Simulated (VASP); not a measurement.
# Li2O (Fm-3m) in VASP: notebook

The runs below take Li2O through single point, with PBE.

All numbers are computed with VASP 6.6.1; they aren't measurements. Logs are shortened: lines on timing, memory, paths and dates and some standing lists are left out, and cuts for length are marked.

### Step 1. The cell of the first run

It takes space group Fm-3m (No. 225, cubic). Conventional cell: a = 4.415 Å, b = 4.415 Å, c = 4.415 Å, α = 90.00°, β = 90.00°, γ = 90.00°. Li (site symmetry -43m) has 4 O at 1.91 Å and 6 Li at 2.21 Å within 2.5 Å. O (site symmetry m-3m) has 8 Li at 1.91 Å within 2.5 Å.

### Step 2. Single point, PBE (volume changed by -10%)

INCAR

```
  PREC = Accurate
  ENCUT = 750
  EDIFF = 1E-6
  ISMEAR = 0
  SIGMA = 0.01
  LREAL = False
  LASPH = True
  NELM = 120
  ALGO = Normal
  ISIF = 2
  LWAVE = False
  LCHARG = True
  GGA = PE
  LELF = True
  LVHAR = True
  NBANDS = 13
  GGA_COMPAT = False
```

KPOINTS

```
regular mesh
0
Gamma
  6 6 6
```

POSCAR

```
Li2O
1.0
    0.0000000000      2.2074650160      2.2074650160
    2.2074650160      0.0000000000      2.2074650160
    2.2074650160      2.2074650160      0.0000000000
Li O
2 1
Direct
    0.2500000000      0.2500000000      0.2500000000
    0.7500000000      0.7500000000      0.7500000000
    0.0000000000      0.0000000000      0.0000000000
```

Potentials or basis: VASP PAW PBE potentials, release 64 (Li_sv, O).

On the command line:

```sh
cat potpaw_PBE.64/Li_sv/POTCAR potpaw_PBE.64/O/POTCAR > POTCAR
mpirun -np 1 vasp_std > vasp.out
```

OUTCAR:

```text
PREC = Accurate
   ENCUT = 750
   EDIFF = 1E-6
   ISMEAR = 0
   LREAL = False
   LASPH = True
   NELM = 120
   ISIF = 2
   GGA = PE

 ion  position               nearest neighbor table
   1  0.250  0.250  0.250-   3 1.91   3 1.91   3 1.91   3 1.91   2 2.21   2 2.21   2 2.21   2 2.21
                             2 2.21   2 2.21
   2  0.750  0.750  0.750-   3 1.91   3 1.91   3 1.91   3 1.91   1 2.21   1 2.21   1 2.21   1 2.21
                             1 2.21   1 2.21
   3  0.000  0.000  0.000-   2 1.91   2 1.91   2 1.91   1 1.91   1 1.91   1 1.91   2 1.91   1 1.91

  LATTYP: Found a face centered cubic cell.
 ALAT       =     4.4149300320

  Lattice vectors:

 A1 = (   0.0000000000,   2.2074650160,   2.2074650160)
 A2 = (   2.2074650160,   0.0000000000,   2.2074650160)
 A3 = (   2.2074650160,   2.2074650160,   0.0000000000)

Analysis of symmetry for initial positions (statically):
=====================================================================
 Subroutine PRICEL returns:
 Original cell was already a primitive cell.

 Routine SETGRP: Setting up the symmetry group for a
 face centered cubic supercell.

 Subroutine GETGRP returns: Found 48 space group operations
 (whereof 48 operations were pure point group operations)
 out of a pool of 48 trial point group operations.

The static configuration has the point symmetry O_h .

Analysis of symmetry for dynamics (positions and initial velocities):
=====================================================================
 Subroutine PRICEL returns:
 Original cell was already a primitive cell.

 Routine SETGRP: Setting up the symmetry group for a
 face centered cubic supercell.

 Subroutine GETGRP returns: Found 48 space group operations
 (whereof 48 operations were pure point group operations)
 out of a pool of 48 trial point group operations.

The dynamic configuration has the point symmetry O_h .

 Subroutine INISYM returns: Found 48 space group operations
 (whereof 48 operations are pure point group operations),
 and found     1 'primitive' translations

----------------------------------------------------------------------------------------

                                     Primitive cell

  volume of cell :      21.5135

  direct lattice vectors                    reciprocal lattice vectors
     0.000000000  2.207465016  2.207465016    -0.226504156  0.226504156  0.226504156
     2.207465016  0.000000000  2.207465016     0.226504156 -0.226504156  0.226504156
     2.207465016  2.207465016  0.000000000     0.226504156  0.226504156 -0.226504156

  length of vectors
     3.121826964  3.121826964  3.121826964     0.392316706  0.392316706  0.392316706

  position of ions in fractional coordinates (direct lattice)
     0.250000000  0.250000000  0.250000000
     0.750000000  0.750000000  0.750000000
     0.000000000  0.000000000  0.000000000

  ion indices of the primitive-cell ions
   primitive index   ion index
                 1           1
                 2           2
                 3           3

----------------------------------------------------------------------------------------

 KPOINTS: regular mesh

Automatic generation of k-mesh.
 Grid dimensions read from file:
 generate k-points for:    6    6    6

 Generating k-lattice:

  Cartesian coordinates                     Fractional coordinates (reciprocal lattice)
    -0.037750693  0.037750693  0.037750693     0.166666667  0.000000000  0.000000000
     0.037750693 -0.037750693  0.037750693     0.000000000  0.166666667  0.000000000
     0.037750693  0.037750693 -0.037750693     0.000000000  0.000000000  0.166666667

  Length of vectors
     0.065386118  0.065386118  0.065386118

  Shift w.r.t. Gamma in fractional coordinates (k-lattice)
     0.000000000  0.000000000  0.000000000

 Subroutine IBZKPT returns following result:
 ===========================================

 Found     16 irreducible k-points:

 Following reciprocal coordinates:
            Coordinates               Weight
  0.000000  0.000000  0.000000      1.000000
  0.166667  0.000000  0.000000      8.000000
  0.333333  0.000000  0.000000      8.000000
  0.500000  0.000000  0.000000      4.000000
  0.166667  0.166667  0.000000      6.000000
  0.333333  0.166667  0.000000     24.000000
[... 8 lines left out ...]
 -0.333333  0.333333  0.166667     24.000000
 -0.333333  0.500000  0.166667     12.000000
   k-points           NKPTS =     16   k-points in BZ     NKDIM =     16   number of bands    NBANDS=     13
   number of dos      NEDOS =    301   number of ions     NIONS =      3
   total plane-waves  NPLWV =  21952
   dimension x,y,z NGX =    28 NGY =   28 NGZ =   28
   dimension x,y,z NGXF=    56 NGYF=   56 NGZF=   56
   ions per type =               2   1
   NGX,Y,Z   is equivalent  to a cutoff of  14.91, 14.91, 14.91 a.u.
   NGXF,Y,Z  is equivalent  to a cutoff of  29.82, 29.82, 29.82 a.u.
 SYSTEM =  unknown system
   PREC   = accura    normal or accurate (medium, high low for compatibility)
   ISTART =      0    job   : 0-new  1-cont  2-samecut
   ICHARG =      2    charge: 1-file 2-atom 10-const
   ISPIN  =      1    spin polarized calculation?
   LNONCOLLINEAR =      F non collinear calculations
   LSORBIT =      F    spin-orbit coupling
   LASPH  =      T    aspherical Exc in radial PAW
   ENCUT  =  750.0 eV  55.12 Ry    7.42 a.u.   6.97  6.97  6.97*2*pi/ulx,y,z
   NELM   =    120;   NELMIN=  2; NELMDL= -5     # of ELM steps
   EDIFF  = 0.1E-05   stopping-criterion for ELM
   LREAL  =      F    real-space projection
   EDIFFG = 0.1E-04   stopping-criterion for IOM
   NSW    =      0    number of steps for IOM
   IBRION =     -1    ionic relax: 0-MD 1-quasi-New 2-CG
   NFREE  =      0    steps in history (QN), initial steepest desc. (CG)
   ISIF   =      2    stress and relaxation
   ISYM   =      2    0-nonsym 1-usesym 2-fastsym
   POTIM  = 0.5000    time-step for ionic-motion
   TEBEG  =    0.0;   TEEND  =   0.0 temperature during run
   PSTRESS=    0.0 pullay stress
   NELECT =      12.0000    total number of electrons
   NUPDOWN=      -1.0000    fix difference up-down
   EMIN   =  10.00;   EMAX   =-10.00  energy-range for DOS
   EFERMI =   0.00;   METHOD = LEGACY
   ISMEAR =     0;   SIGMA  =   0.01  broadening in eV -4-tet -1-fermi 0-gaus
   EFERMI_NEDOS =   21; number of points for ismear=-14 and -15
   IALGO  =     38    algorithm
   IMIX   =      4    mixing-type and parameters
     AMIX     =   0.40;   BMIX     =  1.00
     AMIX_MAG =   1.60;   BMIX_MAG =  1.00
  volume/ion in A,a.u.               =       7.17        48.39
  Fermi-wavevector in a.u.,A,eV,Ry     =   1.347612  2.546617 24.708957  1.816057
  Thomas-Fermi vector in A             =   2.475348
   LORBIT       =      0    0 simple, 1 ext, 2 COOP (PROOUT), +10 PAW based schemes
   GGA     = PE    functional components
   LHFCALC =     F    Hartree Fock is set to
   AEXX    =    0.0000 exact exchange contribution
   IVDW    =     0    specifies the selected vdW correction
   LEPSILON=     F    determine dielectric tensor
   LRPA    =     F    only Hartree local field effects (RPA)
 non-spin polarized calculation
 Gauss-broadening in eV      SIGMA  =   0.01
  energy-cutoff  :      750.00
  volume of cell :       21.51
 maximum number of plane-waves:      1018
   NGX = 13   NGY = 13   NGZ = 13

 number of electron      11.9999996 magnetization

 Free energy of the ion-electron system (eV)
  ---------------------------------------------------
  ext. energy  EPLUGINS =         0.00000000
  ---------------------------------------------------
  free energy    TOTEN  =       -14.21955832 eV

  energy without entropy =      -14.21955832  energy(sigma->0) =      -14.21955832

 E-fermi :   2.2208     XC(G=0): -10.3386

 val. band max:        2.1105487152   @ k =   0.0000   0.0000   0.0000
 cond. band min:       7.3446072647   @ k =   0.5000   0.5000   0.0000
 fundamental gap:      5.2340585494
 Fermi energy:         2.2208313901

 k-point     1 :       0.0000    0.0000    0.0000
  band No.  band energies     occupation
      1     -40.6611      2.00000
      2     -40.1566      2.00000
      3     -13.5627      2.00000
      4       2.1105      2.00000
      5       2.1105      2.00000
      6       2.1105      2.00000
      7       8.4432      0.00000
      8      14.8409      0.00000
      9      14.8409      0.00000
     10      14.8409      0.00000
     11      22.5841      0.00000
     12      22.5841      0.00000
     13      22.5841      0.00000

 k-point     2 :       0.1667    0.0000    0.0000
  band No.  band energies     occupation
      1     -40.6212      2.00000
      2     -40.1849      2.00000
      3     -13.5105      2.00000
      4       1.1829      2.00000
      5       1.9667      2.00000
      6       1.9667      2.00000
      7       9.1202      0.00000
      8      14.9946      0.00000
      9      15.2273      0.00000
     10      15.2273      0.00000
     11      20.5619      0.00000
     12      20.5619      0.00000
     13      23.7054      0.00000

 k-point     3 :       0.3333    0.0000    0.0000
  band No.  band energies     occupation
      1     -40.5170      2.00000
      2     -40.2658      2.00000
      3     -13.3944      2.00000
      4      -0.3398      2.00000
      5       1.7055      2.00000
      6       1.7055      2.00000
      7      10.6890      0.00000
      8      14.5656      0.00000
      9      15.2483      0.00000
     10      15.2483      0.00000
     11      20.5384      0.00000
     12      20.5384      0.00000
     13      26.0035      0.00000

 k-point     4 :       0.5000    0.0000    0.0000
  band No.  band energies     occupation
      1     -40.3867      2.00000
      2     -40.3844      2.00000
      3     -13.3296      2.00000
      4      -1.0026      2.00000
      5       1.5861      2.00000
      6       1.5861      2.00000
      7      12.2463      0.00000
      8      13.3593      0.00000
      9      14.9401      0.00000
     10      14.9401      0.00000
     11      21.5981      0.00000
     12      21.5981      0.00000
     13      27.3212      0.00000

 k-point     5 :       0.1667    0.1667    0.0000
  band No.  band energies     occupation
      1     -40.6107      2.00000
      2     -40.1914      2.00000
      3     -13.4955      2.00000
      4       1.4547      2.00000
      5       1.6536      2.00000
      6       1.6536      2.00000
      7       9.0331      0.00000
      8      15.2408      0.00000
      9      15.2408      0.00000
     10      15.7535      0.00000
     11      18.2750      0.00000
     12      24.4988      0.00000
     13      24.4988      0.00000
[... 129 lines left out ...]
 k-point    14 :       0.5000    0.3333    0.1667
  band No.  band energies     occupation
      1     -40.4659      2.00000
      2     -40.2997      2.00000
      3     -13.3305      2.00000
      4      -0.1699      2.00000
      5       0.7464      2.00000
      6       1.2372      2.00000
      7       9.7393      0.00000
      8      14.3031      0.00000
      9      16.8075      0.00000
     10      17.3761      0.00000
     11      18.8238      0.00000
     12      23.7910      0.00000
     13      26.4329      0.00000

 k-point    15 :      -0.3333    0.3333    0.1667
  band No.  band energies     occupation
      1     -40.3790      2.00000
      2     -40.3784      2.00000
      3     -13.2898      2.00000
      4      -0.4449      2.00000
      5       0.7082      2.00000
      6       0.8941      2.00000
      7      10.2006      0.00000
      8      13.6358      0.00000
      9      17.1114      0.00000
     10      17.4369      0.00000
     11      21.3524      0.00000
     12      21.6395      0.00000
     13      27.3033      0.00000

 k-point    16 :      -0.3333    0.5000    0.1667
  band No.  band energies     occupation
      1     -40.4171      2.00000
      2     -40.3355      2.00000
      3     -13.2813      2.00000
      4       0.0746      2.00000
      5       0.4327      2.00000
      6       0.4721      2.00000
      7       8.9841      0.00000
      8      14.6004      0.00000
      9      17.4267      0.00000
     10      18.2753      0.00000
     11      20.5029      0.00000
     12      23.7449      0.00000
     13      26.2600      0.00000

------------------------ aborting loop because EDIFF is reached ----------------------------------------

  FORCE on cell =-STRESS in cart. coord.  units (eV):
  Direction    XX          YY          ZZ          XY          YZ          ZX
  --------------------------------------------------------------------------------------
  -------------------------------------------------------------------------------------
  Total        1.9531789      1.9531789      1.9531789      0.0000000      0.0000000      0.0000000
  in kB      145.4591774    145.4591774    145.4591774      0.0000000      0.0000000      0.0000000
  external PRESSURE =     145.4591774 kB  Pullay stress =       0.0000000 kB

 VOLUME and BASIS-vectors are now :
 -----------------------------------------------------------------------------
  energy-cutoff  :      750.00
  volume of cell :       21.51
      direct lattice vectors                 reciprocal lattice vectors
     0.000000000  2.207465016  2.207465016    -0.226504156  0.226504156  0.226504156
     2.207465016  0.000000000  2.207465016     0.226504156 -0.226504156  0.226504156
     2.207465016  2.207465016  0.000000000     0.226504156  0.226504156 -0.226504156

 POSITION                                       TOTAL-FORCE (eV/Angst)
 -----------------------------------------------------------------------------------
      1.10373      1.10373      1.10373         0.000000      0.000000      0.000000
      3.31120      3.31120      3.31120        -0.000000     -0.000000     -0.000000
      0.00000      0.00000      0.00000        -0.000000      0.000000     -0.000000
 -----------------------------------------------------------------------------------
    total drift:                                0.000000      0.000000      0.000000

  FREE ENERGIE OF THE ION-ELECTRON SYSTEM (eV)
  ---------------------------------------------------
  free  energy   TOTEN  =       -14.2195583211 eV

  energy  without entropy=      -14.2195583211  energy(sigma->0) =      -14.21955832
```

It took 13 s on 1 thread of AMD EPYC 7R43 (Zen 3), shared host; peak memory 0.1 GiB.

Results:

```
Free energy            : -14.2196 eV
Pressure               : 14.5 GPa
Band gap on the k mesh : 5.23 eV, indirect (least direct gap 6.33 eV)
```

Levels at points of the mesh, in eV from the valence-band top:
```
           k point  band 3  band 4  band 5  band 6  band 7  band 8  band 9  band 10
(0.00, 0.00, 0.00)  -15.67    0.00    0.00    0.00    6.33   12.73   12.73    12.73
(0.50, 0.00, 0.00)  -15.44   -3.11   -0.52   -0.52   10.14   11.25   12.83    12.83
(0.50, 0.50, 0.00)  -15.41   -1.70   -1.63   -1.63    5.23   14.87   14.87    16.59
```

 A k mesh can miss the band edges.

### Step 3. Single point, PBE (volume changed by -5%)

INCAR

```
SYSTEM = Li2O
PREC     = Accurate       ! precision mode
ENCUT    = 750            ! plane-wave cutoff, eV
EDIFF    = 1E-6           ! SCF threshold, eV
ISMEAR   = 0              ! smearing method
SIGMA    = 0.01           ! smearing width, eV
LREAL    = .False.        ! projectors in reciprocal space
LASPH    = .True.         ! aspherical terms in the spheres
NELM     = 120            ! most SCF steps
ALGO     = Normal         ! electronic algorithm
ISIF     = 2              ! what is computed and relaxed
LWAVE    = .False.        ! write WAVECAR
LCHARG   = .False.        ! write CHGCAR
GGA      = PE             ! functional
NBANDS   = 13             ! bands
GGA_COMPAT= .False.
```

KPOINTS

```
Automatic mesh
0
Gamma
  6 6 6
  0 0 0
```

POSCAR

```
Li2O
1.0
    0.0000000000      2.2476095128      2.2476095128
    2.2476095128      0.0000000000      2.2476095128
    2.2476095128      2.2476095128      0.0000000000
Li O
2 1
Direct
    0.2500000000      0.2500000000      0.2500000000
    0.7500000000      0.7500000000      0.7500000000
    0.0000000000      0.0000000000      0.0000000000
```

Potentials or basis: VASP PAW PBE potentials, release 64 (Li_sv, O).

On the command line:

```sh
cat potpaw_PBE.64/Li_sv/POTCAR potpaw_PBE.64/O/POTCAR > POTCAR
mpirun -np 1 vasp_std > vasp.out
```

Run time: 20 s. Hardware: 1 thread of AMD EPYC 7R43 (Zen 3), shared host; peak memory 0.11 GiB.

Results (log left out):

- Free energy: -14.3061 eV
- Pressure: 7.9 GPa
- Band gap on the k mesh: 5.13 eV, indirect (least direct gap 5.89 eV)

Levels at points of the mesh, in eV from the valence-band top:
```
           k point  band 3  band 4  band 5  band 6  band 7  band 8  band 9  band 10
(0.00, 0.00, 0.00)  -15.58    0.00    0.00    0.00    5.89   12.41   12.41    12.41
(0.50, 0.00, 0.00)  -15.35   -2.97   -0.49   -0.49    9.76   10.66   12.52    12.52
(0.50, 0.50, 0.00)  -15.31   -1.66   -1.52   -1.52    5.13   14.33   14.33    15.83
```

 A k mesh can miss the band edges.

### Step 4. Single point, PBE (volume changed by +5%)

INCAR

```
ALGO = Normal ; EDIFF = 1E-6
ENCUT = 750 ; GGA = PE
GGA_COMPAT = False ; ISIF = 2
ISMEAR = 0 ; LASPH = True
LCHARG = False ; LREAL = False
LWAVE = False ; NBANDS = 13
NELM = 120 ; PREC = Accurate
SIGMA = 0.01
```

KPOINTS

```
k-points
0
Gamma
  6 6 6
```

POSCAR

```
Li2O
1.0
    0.0000000000      2.3238571401      2.3238571401
    2.3238571401      0.0000000000      2.3238571401
    2.3238571401      2.3238571401      0.0000000000
Li O
2 1
Direct
    0.2500000000      0.2500000000      0.2500000000
    0.7500000000      0.7500000000      0.7500000000
    0.0000000000      0.0000000000      0.0000000000
```

On the command line:

```sh
cat potpaw_PBE.64/Li_sv/POTCAR potpaw_PBE.64/O/POTCAR > POTCAR
mpirun -np 1 vasp_std > vasp.out
```

Run time: 15 s. Hardware: 1 thread of AMD EPYC 7R43 (Zen 3), shared host; peak memory 0.12 GiB.

The run converged. Its results:

```
Free energy            : -14.3551 eV
Pressure               : -1.4 GPa
Band gap on the k mesh : 4.94 eV, indirect (least direct gap 5.13 eV)
```

Levels at points of the mesh, in eV from the valence-band top:
```csv
k point,band 4,band 5,band 6,band 7,band 8,band 9
"(0.00, 0.00, 0.00)",0.00,0.00,0.00,5.13,11.83,11.83
"(0.50, 0.00, 0.00)",-2.73,-0.44,-0.44,9.09,9.63,11.96
"(0.50, 0.50, 0.00)",-1.59,-1.35,-1.35,4.94,13.37,13.37
```

 A k mesh can miss the band edges.

### Step 5. Single point, PBE (volume changed by +10%)

INCAR

```
PREC = Accurate
ENCUT = 750
EDIFF = 1E-6
ISMEAR = 0
SIGMA = 0.01
LREAL = F
LASPH = T
NELM = 120
ALGO = Normal
ISIF = 2
LWAVE = F
LCHARG = T
GGA = PE
LELF = T
LVHAR = T
NBANDS = 13
GGA_COMPAT = F
```

KPOINTS

```
Automatic mesh
0
Gamma
  6 6 6
```

POSCAR

```
Li2O
1.0
    0.0000000000      2.3601732737      2.3601732737
    2.3601732737      0.0000000000      2.3601732737
    2.3601732737      2.3601732737      0.0000000000
Li O
2 1
Direct
    0.2500000000      0.2500000000      0.2500000000
    0.7500000000      0.7500000000      0.7500000000
    0.0000000000      0.0000000000      0.0000000000
```

On the command line:

```sh
cat potpaw_PBE.64/Li_sv/POTCAR potpaw_PBE.64/O/POTCAR > POTCAR
mpirun -np 1 vasp_std > vasp.out
```

Run time: 14 s. Hardware: 1 thread of AMD EPYC 7R43 (Zen 3), shared host; peak memory 0.12 GiB.

It converged, with:

| Item | Value |
| --- | --- |
| Free energy | -14.3347 eV |
| Pressure | -4.7 GPa |
| Band gap on the k mesh | 4.81 eV, direct |

Levels at points of the mesh, in eV from the valence-band top:
```
           k point  band 3  band 4  band 5  band 6  band 7  band 8  band 9  band 10
(0.00, 0.00, 0.00)  -15.34    0.00    0.00    0.00    4.81   11.56   11.56    11.56
(0.50, 0.00, 0.00)  -15.13   -2.62   -0.41   -0.41    8.79    9.19   11.70    11.70
(0.50, 0.50, 0.00)  -15.08   -1.55   -1.28   -1.28    4.85   12.94   12.94    13.89
```

 A k mesh can miss the band edges.

### Step 6. The runs side by side

| cell | gap on the mesh (eV) | pressure (GPa) |
| --- | --- | --- |
| a = 3.122 Å, angles 60.0°, 3 atoms | 5.23 | 14.5 |
| a = 3.179 Å, angles 60.0°, 3 atoms | 5.13 | 7.9 |
| a = 3.286 Å, angles 60.0°, 3 atoms | 4.94 | -1.4 |
| a = 3.338 Å, angles 60.0°, 3 atoms | 4.81 | -4.7 |

Alike in all rows: task single point; level PBE; potentials or basis VASP PAW PBE potentials, release 64 (Li_sv, O); no spin polarisation; k mesh 6 × 6 × 6; cutoff (eV) 750; smearing gaussian 0.01 eV.

Absolute energies hang on the potentials; compare differences alone.
